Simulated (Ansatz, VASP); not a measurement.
# Ti2O in VASP and in Ansatz

```
Ti O
1.0
     2.89013    0.00000    0.00000
    -1.44507    2.50293    0.00000
     0.00000    0.00000    9.94016
Ti O
4 2
Direct
  0.66667 0.33333 0.88842
  0.33333 0.66667 0.38842
  0.66667 0.33333 0.61158
  0.33333 0.66667 0.11158
  0.00000 0.00000 0.75000
  0.00000 0.00000 0.25000
```

Alike in both runs: functional PBEsol; k mesh 6 × 6 × 2; occupations gaussian, width 0.1 eV; no spin polarisation.

Ansatz relaxed the structure, and its values are those at the end. VASP's run is a single point on that final structure, the one shown.

|  | VASP | Ansatz |
| --- | --- | --- |
| version | VASP 6.6.1 | Ansatz 0.2.0 |
| potentials or method | VASP PAW PBE potentials, release 64 (Ti_sv, O), cutoff 520 eV | scalar-relativistic, plane waves, PAW |
| valence electrons in the cell | 60 | 60 |

Ansatz gave:

```
gap on the k mesh at the Fermi level (eV) : none
pressure (GPa)                            : -0.3
rms of the force components (eV/Å)        : 0.006
```

Task: Which values does VASP return?

Result: gap on the k mesh at the Fermi level (eV): none; pressure (GPa): -0.1; rms of the force components (eV/Å): 0.027.

VASP's potentials were made for PBE, not for PBEsol. A gap of «none» marks a metal or a gap that the smearing closes. The functional is the same, so the differences come from potentials, cutoffs and numerics.

The k mesh is coarse, so the values compare programs but aren't converged.
